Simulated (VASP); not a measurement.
# CsPbCl3 (Pm-3m) in VASP: a series of runs, part 2 of 2

VASP 6.6.1. The steps go on from the part before.

### 4 Single point, r2SCAN

POSCAR reads:

```
CsPbCl3
1.0
    5.6770717564      0.0000000000      0.0000000000
    0.0000000000      5.6770717564      0.0000000000
    0.0000000000      0.0000000000      5.6770717564
Cs Pb Cl
1 1 3
Direct
    0.0000000000      0.0000000000      0.0000000000
    0.5000000000      0.5000000000      0.5000000000
    0.5000000000      0.5000000000      0.0000000000
    0.5000000000      0.0000000000      0.5000000000
    0.0000000000      0.5000000000      0.5000000000
```

INCAR.step1 reads:

```
PREC     = Accurate       # precision mode
ENCUT    = 520            # plane-wave cutoff, eV
ISMEAR   = 0              # smearing method
SIGMA    = 0.01           # smearing width, eV
LREAL    = False          # projectors in reciprocal space
LASPH    = True           # aspherical terms in the spheres
NELM     = 80             # most SCF steps
NBANDS   = 30             # bands
GGA      = PE             # functional
ALGO     = Normal         # electronic algorithm
EDIFF    = 1E-4           # SCF threshold, eV
LWAVE    = True           # write WAVECAR
LCHARG   = False          # write CHGCAR
```

INCAR.step2 reads:

```
PREC     = Accurate       # precision mode
ENCUT    = 520            # plane-wave cutoff, eV
EDIFF    = 1E-6           # SCF threshold, eV
ISMEAR   = 0              # smearing method
SIGMA    = 0.01           # smearing width, eV
LREAL    = False          # projectors in reciprocal space
LASPH    = True           # aspherical terms in the spheres
NELM     = 80             # most SCF steps
ALGO     = Normal         # electronic algorithm
ISIF     = 2              # what is computed and relaxed
LWAVE    = False          # write WAVECAR
LCHARG   = True           # write CHGCAR
METAGGA  = R2SCAN         # meta-GGA
LMIXTAU  = True         
LELF     = True           # ELF
LVHAR    = True         
NBANDS   = 30             # bands
ISTART   = 1
```

KPOINTS reads:

```
Automatic mesh
0
Gamma
  4 4 4
```

Potentials or basis: VASP PAW PBE potentials, release 64 (Cs_sv, Pb_d, Cl).

Command:

```console
$ cat potpaw_PBE.64/Cs_sv/POTCAR potpaw_PBE.64/Pb_d/POTCAR potpaw_PBE.64/Cl/POTCAR > POTCAR
$ cp INCAR.step1 INCAR
$ mpirun -np 1 vasp_std > vasp.out
$ cp INCAR.step2 INCAR
$ mpirun -np 1 vasp_std > vasp.out
```

OUTCAR:

```text
PREC = Accurate
   ENCUT = 520
   EDIFF = 1E-6
   ISMEAR = 0
   LREAL = False
   LASPH = True
   NELM = 80
   ISIF = 2
   METAGGA = R2SCAN
   ISTART = 1

 ion  position               nearest neighbor table
   1  0.000  0.000  0.000-
   2  0.500  0.500  0.500-   3 2.84   4 2.84   5 2.84   3 2.84   4 2.84   5 2.84
   3  0.500  0.500  0.000-   2 2.84   2 2.84
   4  0.500  0.000  0.500-   2 2.84   2 2.84
   5  0.000  0.500  0.500-   2 2.84   2 2.84

[... 515 lines left out ...]
  --------------------------------------------------------------------------------------
  -------------------------------------------------------------------------------------
  Total       -0.0233510     -0.0233510     -0.0233510     -0.0000000      0.0000000     -0.0000000
  in kB       -0.2044759     -0.2044759     -0.2044759     -0.0000000      0.0000000     -0.0000000
  external PRESSURE =      -0.2044759 kB  Pullay stress =       0.0000000 kB

 VOLUME and BASIS-vectors are now :
 -----------------------------------------------------------------------------
  energy-cutoff  :      520.00
  volume of cell :      182.97
      direct lattice vectors                 reciprocal lattice vectors
     5.677071756  0.000000000  0.000000000     0.176147148  0.000000000  0.000000000
     0.000000000  5.677071756  0.000000000     0.000000000  0.176147148  0.000000000
     0.000000000  0.000000000  5.677071756     0.000000000  0.000000000  0.176147148

 POSITION                                       TOTAL-FORCE (eV/Angst)
 -----------------------------------------------------------------------------------
      0.00000      0.00000      0.00000         0.000000      0.000000      0.000000
      2.83854      2.83854      2.83854         0.000000      0.000000      0.000000
      2.83854      2.83854      0.00000         0.000000      0.000000      0.000000
      2.83854      0.00000      2.83854         0.000000      0.000000      0.000000
      0.00000      2.83854      2.83854         0.000000      0.000000      0.000000
 -----------------------------------------------------------------------------------
    total drift:                                0.000000     -0.000000     -0.000000

  FREE ENERGIE OF THE ION-ELECTRON SYSTEM (eV)
  ---------------------------------------------------
  free  energy   TOTEN  =      -108.1727583486 eV

  energy  without entropy=     -108.1727583486  energy(sigma->0) =     -108.17275835
```

OSZICAR.step1:

```text
N       E                     dE             d eps       ncg     rms          rms(c)
DAV:   1     0.416530755873E+03    0.41653E+03   -0.19062E+04   600   0.133E+03
DAV:   2     0.308118933920E+02   -0.38572E+03   -0.36925E+03   736   0.315E+02
DAV:   3    -0.165667046296E+02   -0.47379E+02   -0.46913E+02   760   0.117E+02
DAV:   4    -0.184010944954E+02   -0.18344E+01   -0.18284E+01   774   0.294E+01
DAV:   5    -0.184588579019E+02   -0.57763E-01   -0.57727E-01   794   0.446E+00    0.509E+00
DAV:   6    -0.175662814753E+02    0.89258E+00   -0.15527E+00   842   0.126E+01    0.332E+00
DAV:   7    -0.175211022890E+02    0.45179E-01   -0.60706E-01   896   0.432E+00    0.189E+00
DAV:   8    -0.175365048456E+02   -0.15403E-01   -0.80812E-02   800   0.222E+00    0.294E-01
DAV:   9    -0.175340632122E+02    0.24416E-02   -0.18338E-02   928   0.104E+00    0.134E-01
DAV:  10    -0.175346135720E+02   -0.55036E-03   -0.19798E-03   710   0.262E-01    0.529E-02
DAV:  11    -0.175346864667E+02   -0.72895E-04   -0.17776E-04   640   0.107E-01
   1 F= -.17534686E+02 E0= -.17534686E+02  d E =-.132874E-69
```

Run time: 1.8 min. Hardware: 1 thread of Intel Xeon 6975P-C (Granite Rapids), shared host; peak memory 0.31 GiB.

Results:

```yaml
Free_energy: -108.1728 eV
Pressure: 0.0 GPa
Band_gap_on_the_k_mesh: 2.48 eV
```

Levels at points of the mesh, in eV from the valence-band top:
| k point | band 19 | band 20 | band 21 | band 22 | band 23 | band 24 | band 25 | band 26 |
| --- | --- | --- | --- | --- | --- | --- | --- | --- |
| (0.00, 0.00, 0.00) | -2.53 | -2.43 | -2.43 | -2.43 | 4.01 | 4.91 | 4.91 | 5.90 |
| (0.50, 0.00, 0.00) | -2.62 | -2.53 | -2.53 | -1.64 | 3.50 | 5.33 | 5.79 | 5.82 |
| (0.50, 0.50, 0.00) | -2.70 | -2.68 | -2.13 | -0.79 | 3.03 | 3.03 | 5.41 | 6.08 |
| (0.50, 0.50, 0.50) | -2.12 | -2.12 | -2.12 | 0.00 | 2.48 | 2.48 | 2.48 | 5.88 |

Caveat: the PAW data sets were made with another functional, which shifts forces and pressure a little; spin-orbit coupling is left out, which moves the levels of the heavy elements. A k mesh can miss the band edges.

### 5 Single point, r2SCAN

POSCAR is that of step 4.

INCAR.step1 reads:

```
SYSTEM = CsPbCl3
  PREC = Accurate
  ENCUT = 520
  ISMEAR = 0
  SIGMA = 0.01
  LREAL = .FALSE.
  LASPH = .TRUE.
  NELM = 100
  NBANDS = 30
  GGA = PE
  ALGO = Normal
  EDIFF = 1E-4
  LWAVE = .TRUE.
  LCHARG = .FALSE.
```

INCAR.step2 reads:

```
SYSTEM = CsPbCl3
  PREC = Accurate
  ENCUT = 520
  EDIFF = 1E-7
  ISMEAR = 0
  SIGMA = 0.01
  LREAL = .FALSE.
  LASPH = .TRUE.
  NELM = 100
  ALGO = Normal
  ISIF = 2
  LWAVE = .FALSE.
  LCHARG = .FALSE.
  METAGGA = R2SCAN
  LMIXTAU = .TRUE.
  NBANDS = 30
  ISTART = 1
```

KPOINTS reads:

```
regular mesh
0
G
  4 4 4
  0 0 0
```

Command:

```console
$ cat potpaw_PBE.64/Cs_sv/POTCAR potpaw_PBE.64/Pb_d/POTCAR potpaw_PBE.64/Cl/POTCAR > POTCAR
$ cp INCAR.step1 INCAR
$ mpirun -np 1 vasp_std > vasp.out
$ cp INCAR.step2 INCAR
$ mpirun -np 1 vasp_std > vasp.out
```

It took 2 min on 1 thread of Intel Xeon 6975P-C (Granite Rapids), shared host; peak memory 0.31 GiB.

Results (log left out):

```
Free energy            : -108.1728 eV
Pressure               : 0.0 GPa
Band gap on the k mesh : 2.48 eV
```

Levels at points of the mesh, in eV from the valence-band top:
```tsv
k point	band 19	band 20	band 21	band 22	band 23	band 24	band 25	band 26
(0.00, 0.00, 0.00)	-2.53	-2.43	-2.43	-2.43	4.01	4.91	4.91	5.90
(0.50, 0.00, 0.00)	-2.62	-2.53	-2.53	-1.64	3.50	5.33	5.79	5.82
(0.50, 0.50, 0.00)	-2.70	-2.68	-2.13	-0.79	3.03	3.03	5.41	6.08
(0.50, 0.50, 0.50)	-2.12	-2.12	-2.12	0.00	2.48	2.48	2.48	5.88
```

Caveat: the PAW data sets were made with another functional, which shifts forces and pressure a little; spin-orbit coupling is left out, which moves the levels of the heavy elements. A k mesh can miss the band edges.
